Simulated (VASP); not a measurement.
# HfN (F-43m) in VASP: further runs

Runs on HfN. Level: PBEsol. Tasks: single point.

Everything below comes from runs of VASP 6.6.1. Logs are shortened: lines on timing, memory, paths and dates and some standing lists are left out, and cuts for length are marked.

## (1) The cell of the first run

The structure is cubic, space group F-43m (No. 216). Conventional cell: a = 4.867 Å, b = 4.867 Å, c = 4.867 Å, α = 90.00°, β = 90.00°, γ = 90.00°. Within 2.8 Å of Hf (site symmetry -43m) lie 4 N at 2.11 Å. N (site symmetry -43m) has 4 Hf at 2.11 Å within 2.8 Å.

## (2) Single point, PBEsol

Input file INCAR:

```
PREC = Accurate
ENCUT = 520
EDIFF = 1E-6
ISMEAR = 0
SIGMA = 0.15
LREAL = F
LASPH = T
NELM = 60
ALGO = Normal
ISIF = 2
LWAVE = F
LCHARG = T
GGA = PS
LELF = T
LVHAR = T
NBANDS = 23
```

Input file KPOINTS:

```
regular mesh
0
Gamma
  18 18 12
```

Input file POSCAR:

```
HfN
1.0
    0.0000000000     -2.4335341244     -2.4335341244
    0.0000000000      2.4335341244     -2.4335341244
    4.8670682487      0.0000000000      0.0000000000
Hf N
2 2
Direct
    0.5000000000      0.5000000000      0.5000000000
    0.0000000000      0.0000000000      0.0000000000
    0.0000000000      0.5000000000      0.2500000000
    0.5000000000      0.0000000000      0.7500000000
```

Potentials or basis: VASP PAW PBE potentials, release 64 (Hf_pv, N).

Launch:

```bash
cat potpaw_PBE.64/Hf_pv/POTCAR potpaw_PBE.64/N/POTCAR > POTCAR
mpirun -np 1 vasp_std > vasp.out
```

OUTCAR:

```text
PREC = Accurate
   ENCUT = 520
   EDIFF = 1E-6
   ISMEAR = 0
   LREAL = F
   LASPH = T
   NELM = 60
   ISIF = 2
   GGA = PS

 ion  position               nearest neighbor table
   1  0.500  0.500  0.500-   3 2.11   4 2.11   4 2.11   3 2.11   2 3.44   2 3.44   2 3.44   2 3.44
                             2 3.44   2 3.44   2 3.44   2 3.44
   2  0.000  0.000  0.000-   3 2.11   4 2.11   3 2.11   4 2.11   1 3.44   1 3.44   1 3.44   1 3.44
                             1 3.44   1 3.44   1 3.44   1 3.44
   3  0.000  0.500  0.250-   1 2.11   2 2.11   2 2.11   1 2.11
   4  0.500  0.000  0.750-   1 2.11   2 2.11   1 2.11   2 2.11

  LATTYP: Found a simple tetragonal cell.
 ALAT       =     3.4415369632
 C/A-ratio  =     1.4142135623

  Lattice vectors:

 A1 = (   0.0000000000,  -2.4335341244,  -2.4335341244)
 A2 = (   0.0000000000,   2.4335341244,  -2.4335341244)
 A3 = (   4.8670682487,   0.0000000000,   0.0000000000)

Analysis of symmetry for initial positions (statically):
=====================================================================
 Subroutine PRICEL returns following result:

  LATTYP: Found a face centered cubic cell.
 ALAT       =     4.8670682487

  Lattice vectors:

 A1 = (  -2.4335341243,   0.0000000000,   2.4335341244)
 A2 = (  -2.4335341244,  -2.4335341244,   0.0000000000)
 A3 = (   0.0000000000,  -2.4335341244,   2.4335341244)

   2 primitive cells build up your supercell.

 Routine SETGRP: Setting up the symmetry group for a
 simple tetragonal supercell.

 Subroutine GETGRP returns: Found  8 space group operations
 (whereof  8 operations were pure point group operations)
 out of a pool of 16 trial point group operations.

The static configuration has the point symmetry D_2d.

Analysis of symmetry for dynamics (positions and initial velocities):
=====================================================================
 Subroutine PRICEL returns following result:

  LATTYP: Found a face centered cubic cell.
 ALAT       =     4.8670682487

  Lattice vectors:

 A1 = (  -2.4335341243,   0.0000000000,   2.4335341244)
 A2 = (  -2.4335341244,  -2.4335341244,   0.0000000000)
 A3 = (   0.0000000000,  -2.4335341244,   2.4335341244)

   2 primitive cells build up your supercell.

 Routine SETGRP: Setting up the symmetry group for a
 simple tetragonal supercell.

 Subroutine GETGRP returns: Found  8 space group operations
 (whereof  8 operations were pure point group operations)
 out of a pool of 16 trial point group operations.

The dynamic configuration has the point symmetry D_2d.

 Subroutine INISYM returns: Found  8 space group operations
 (whereof  8 operations are pure point group operations),
 and found     2 'primitive' translations

----------------------------------------------------------------------------------------

                                     Primitive cell

  volume of cell :      28.8232

  direct lattice vectors                    reciprocal lattice vectors
    -2.433534124  0.000000000  2.433534124    -0.205462498  0.205462498  0.205462498
    -2.433534124 -2.433534124  0.000000000    -0.205462498 -0.205462498 -0.205462498
     0.000000000 -2.433534124  2.433534124     0.205462498 -0.205462498  0.205462498

  length of vectors
     3.441536963  3.441536963  3.441536963     0.355871485  0.355871485  0.355871485

  position of ions in fractional coordinates (direct lattice)
     0.000000000  1.000000000  0.000000000
     0.750000000  0.750000000  0.750000000

  ion indices of the primitive-cell ions
   primitive index   ion index
                 1           1
                 2           3

----------------------------------------------------------------------------------------

 KPOINTS: regular mesh

Automatic generation of k-mesh.
 Grid dimensions read from file:
 generate k-points for:   18   18   12

 Generating k-lattice:

  Cartesian coordinates                     Fractional coordinates (reciprocal lattice)
     0.000000000 -0.011414583 -0.011414583     0.055555556  0.000000000  0.000000000
     0.000000000  0.011414583 -0.011414583     0.000000000  0.055555556  0.000000000
     0.017121875  0.000000000  0.000000000     0.000000000  0.000000000  0.083333333

  Length of vectors
     0.016142658  0.016142658  0.017121875

  Shift w.r.t. Gamma in fractional coordinates (k-lattice)
     0.000000000  0.000000000  0.000000000

 Subroutine IBZKPT returns following result:
 ===========================================

 Found    385 irreducible k-points:

 Following reciprocal coordinates:
            Coordinates               Weight
  0.000000  0.000000  0.000000      1.000000
  0.055556  0.000000  0.000000      4.000000
  0.111111  0.000000  0.000000      4.000000
  0.166667  0.000000  0.000000      4.000000
  0.222222  0.000000  0.000000      4.000000
  0.277778  0.000000  0.000000      4.000000
[... 16 lines left out ...]
  0.277778  0.111111  0.000000      8.000000
  0.333333  0.111111  0.000000      8.000000
 [... further k-points ...]
   k-points           NKPTS =    385   k-points in BZ     NKDIM =    385   number of bands    NBANDS=     23
   number of dos      NEDOS =    301   number of ions     NIONS =      4
   total plane-waves  NPLWV =  28224
   dimension x,y,z NGX =    28 NGY =   28 NGZ =   36
   dimension x,y,z NGXF=    56 NGYF=   56 NGZF=   72
   ions per type =               2   2
   NGX,Y,Z   is equivalent  to a cutoff of  13.53, 13.53, 12.30 a.u.
   NGXF,Y,Z  is equivalent  to a cutoff of  27.05, 27.05, 24.59 a.u.
 SYSTEM =  unknown system
   PREC   = accura    normal or accurate (medium, high low for compatibility)
   ISTART =      0    job   : 0-new  1-cont  2-samecut
   ICHARG =      2    charge: 1-file 2-atom 10-const
   ISPIN  =      1    spin polarized calculation?
   LNONCOLLINEAR =      F non collinear calculations
   LSORBIT =      F    spin-orbit coupling
   LASPH  =      T    aspherical Exc in radial PAW
   ENCUT  =  520.0 eV  38.22 Ry    6.18 a.u.   6.40  6.40  9.05*2*pi/ulx,y,z
   NELM   =     60;   NELMIN=  2; NELMDL= -5     # of ELM steps
   EDIFF  = 0.1E-05   stopping-criterion for ELM
   LREAL  =      F    real-space projection
   EDIFFG = 0.1E-04   stopping-criterion for IOM
   NSW    =      0    number of steps for IOM
   IBRION =     -1    ionic relax: 0-MD 1-quasi-New 2-CG
   NFREE  =      0    steps in history (QN), initial steepest desc. (CG)
   ISIF   =      2    stress and relaxation
   ISYM   =      2    0-nonsym 1-usesym 2-fastsym
   POTIM  = 0.5000    time-step for ionic-motion
   TEBEG  =    0.0;   TEEND  =   0.0 temperature during run
   PSTRESS=    0.0 pullay stress
   NELECT =      30.0000    total number of electrons
   NUPDOWN=      -1.0000    fix difference up-down
   EMIN   =  10.00;   EMAX   =-10.00  energy-range for DOS
   EFERMI =   0.00;   METHOD = LEGACY
   ISMEAR =     0;   SIGMA  =   0.15  broadening in eV -4-tet -1-fermi 0-gaus
   EFERMI_NEDOS =   21; number of points for ismear=-14 and -15
   IALGO  =     38    algorithm
   IMIX   =      4    mixing-type and parameters
     AMIX     =   0.40;   BMIX     =  1.00
     AMIX_MAG =   1.60;   BMIX_MAG =  1.00
  volume/ion in A,a.u.               =      14.41        97.25
  Fermi-wavevector in a.u.,A,eV,Ry     =   1.316814  2.488418 23.592495  1.733999
  Thomas-Fermi vector in A             =   2.446900
   LORBIT       =      0    0 simple, 1 ext, 2 COOP (PROOUT), +10 PAW based schemes
   GGA     = PS    functional components
   LHFCALC =     F    Hartree Fock is set to
   AEXX    =    0.0000 exact exchange contribution
   IVDW    =     0    specifies the selected vdW correction
   LEPSILON=     F    determine dielectric tensor
   LRPA    =     F    only Hartree local field effects (RPA)
 non-spin polarized calculation
 Gauss-broadening in eV      SIGMA  =   0.15
  energy-cutoff  :      520.00
  volume of cell :       57.65
 maximum number of plane-waves:      1578
 NGX is ok and might be reduce to    28

 number of electron      30.0000001 magnetization

 Free energy of the ion-electron system (eV)
  ---------------------------------------------------
  ext. energy  EPLUGINS =         0.00000000
  ---------------------------------------------------
  free energy    TOTEN  =       -44.54377032 eV

  energy without entropy =      -44.52918025  energy(sigma->0) =      -44.53647528

 E-fermi :   5.8111     XC(G=0): -11.5219

 val. band max:        5.8081443965   @ k =   0.4444   0.1667   0.0833
 cond. band min:       5.8271582582   @ k =   0.3333   0.1667   0.0000
 fundamental gap:      0.0190138617
 Fermi energy:         5.8110631048

 k-point     1 :       0.0000    0.0000    0.0000
  band No.  band energies     occupation
      1     -25.6822      2.00000
      2     -25.3376      2.00000
      3     -25.3376      2.00000
      4     -25.1604      2.00000
      5     -25.1604      2.00000
      6     -25.1603      2.00000
[... 15 lines left out ...]
     22      10.6009      0.00000
     23      12.5601      0.00000

 k-point     2 :       0.0556    0.0000    0.0000
  band No.  band energies     occupation
      1     -25.6780      2.00000
      2     -25.3442      2.00000
      3     -25.3357      2.00000
      4     -25.1710      2.00000
      5     -25.1630      2.00000
      6     -25.1611      2.00000
[... 15 lines left out ...]
     22      10.7452      0.00000
     23      12.5303      0.00000

 k-point     3 :       0.1111    0.0000    0.0000
  band No.  band energies     occupation
      1     -25.6657      2.00000
      2     -25.3628      2.00000
      3     -25.3302      2.00000
      4     -25.2016      2.00000
      5     -25.1713      2.00000
      6     -25.1635      2.00000
[... 15 lines left out ...]
     22      11.0905      0.00000
     23      12.4138      0.00000
[... 495 lines left out ...]
 k-point    23 :       0.2778    0.1111    0.0000
  band No.  band energies     occupation
      1     -25.5914      2.00000
      2     -25.4436      2.00000
      3     -25.3837      2.00000
      4     -25.3123      2.00000
      5     -25.2342      2.00000
      6     -25.2043      2.00000
[... 15 lines left out ...]
     22      11.8860      0.00000
     23      12.4081      0.00000

 k-point    24 :       0.3333    0.1111    0.0000
  band No.  band energies     occupation
      1     -25.5801      2.00000
      2     -25.4481      2.00000
      3     -25.4428      2.00000
      4     -25.2975      2.00000
      5     -25.2615      2.00000
      6     -25.2135      2.00000
[... 15 lines left out ...]
     22      11.6991      0.00000
     23      12.5467      0.00000

 [... further k-points ...]
[... 5 lines left out ...]
  --------------------------------------------------------------------------------------
  -------------------------------------------------------------------------------------
  Total       -0.2900013     -0.2954094     -0.2954094     -0.0000000      0.0000000      0.0000000
  in kB       -8.0600588     -8.2103662     -8.2103662     -0.0000000      0.0000000      0.0000000
  external PRESSURE =      -8.1602637 kB  Pullay stress =       0.0000000 kB

 VOLUME and BASIS-vectors are now :
 -----------------------------------------------------------------------------
  energy-cutoff  :      520.00
  volume of cell :       57.65
      direct lattice vectors                 reciprocal lattice vectors
     0.000000000 -2.433534124 -2.433534124     0.000000000 -0.205462498 -0.205462498
     0.000000000  2.433534124 -2.433534124     0.000000000  0.205462498 -0.205462498
     4.867068249  0.000000000  0.000000000     0.205462498  0.000000000  0.000000000

 POSITION                                       TOTAL-FORCE (eV/Angst)
 -----------------------------------------------------------------------------------
      2.43353      0.00000     -2.43353         0.000000     -0.000000     -0.000000
      0.00000      0.00000      0.00000        -0.000000      0.000000      0.000000
      1.21677      1.21677     -1.21677        -0.000000      0.000000      0.000000
      3.65030     -1.21677     -1.21677         0.000000      0.000000      0.000000
 -----------------------------------------------------------------------------------
    total drift:                                0.000000      0.000000     -0.000000

  FREE ENERGIE OF THE ION-ELECTRON SYSTEM (eV)
  ---------------------------------------------------
  free  energy   TOTEN  =       -44.5437703172 eV

  energy  without entropy=      -44.5291802471  energy(sigma->0) =      -44.53647528
```

Run time: 2.7 min. Hardware: 1 thread of Intel Xeon 6975P-C (Granite Rapids), shared host; peak memory 0.51 GiB.

Results:

- Free energy: -44.5438 eV
- Pressure: -0.8 GPa
- Band gap on the k mesh: zero (band 15 reaches 7.40 eV, above the bottom of band 16 at 4.48 eV)

Caveat: the PAW data sets were made with another functional, which shifts forces and pressure a little; spin-orbit coupling is left out, which moves the levels of the heavy elements.

## (3) Single point, PBEsol

This run uses another cell than the first one: it holds 2 atoms, not 4.

Input file INCAR:

```
PREC     = Accurate       # precision mode
ENCUT    = 520            # plane-wave cutoff, eV
EDIFF    = 1E-6           # SCF threshold, eV
ISMEAR   = 0              # smearing method
SIGMA    = 0.15           # smearing width, eV
LREAL    = F              # projectors in reciprocal space
LASPH    = T              # aspherical terms in the spheres
NELM     = 60             # most SCF steps
ALGO     = Normal         # electronic algorithm
ISIF     = 2              # what is computed and relaxed
LWAVE    = F              # write WAVECAR
LCHARG   = F              # write CHGCAR
GGA      = PS             # functional
NBANDS   = 14             # bands
```

Input file KPOINTS:

```
regular mesh
0
Gamma
  12 12 12
```

Input file POSCAR:

```
HfN
1.0
    0.0000000000      2.4335341244      2.4335341244
    2.4335341244      0.0000000000      2.4335341244
    2.4335341244      2.4335341244      0.0000000000
Hf N
1 1
Direct
    0.0000000000      0.0000000000      0.0000000000
    0.7500000000      0.7500000000      0.7500000000
```

Potentials or basis: VASP PAW PBE potentials, release 64 (Hf_pv, N).

Launch:

```bash
cat potpaw_PBE.64/Hf_pv/POTCAR potpaw_PBE.64/N/POTCAR > POTCAR
mpirun -np 1 vasp_std > vasp.out
```

Run time: 54 s. Hardware: 1 thread of Intel Xeon 8259CL, shared host; peak memory 0.17 GiB.

It converged, with:

```yaml
Free_energy: -22.2680 eV
Pressure: -0.8 GPa
```

Levels at points of the mesh, in eV from the Fermi level:
| k point | band 4 | band 5 | band 6 | band 7 | band 8 | band 9 | band 10 | band 11 |
| --- | --- | --- | --- | --- | --- | --- | --- | --- |
| (0.00, 0.00, 0.00) | -16.24 | -5.58 | -5.58 | -5.58 | -0.68 | 2.26 | 2.26 | 6.75 |
| (0.50, 0.00, 0.00) | -15.08 | -5.78 | -4.97 | -4.97 | 1.58 | 2.78 | 2.78 | 4.27 |
| (0.50, 0.50, 0.00) | -14.68 | -7.08 | -3.63 | -3.63 | -1.16 | 2.21 | 4.14 | 4.79 |

Caveat: the PAW data sets were made with another functional, which shifts forces and pressure a little; spin-orbit coupling is left out, which moves the levels of the heavy elements.
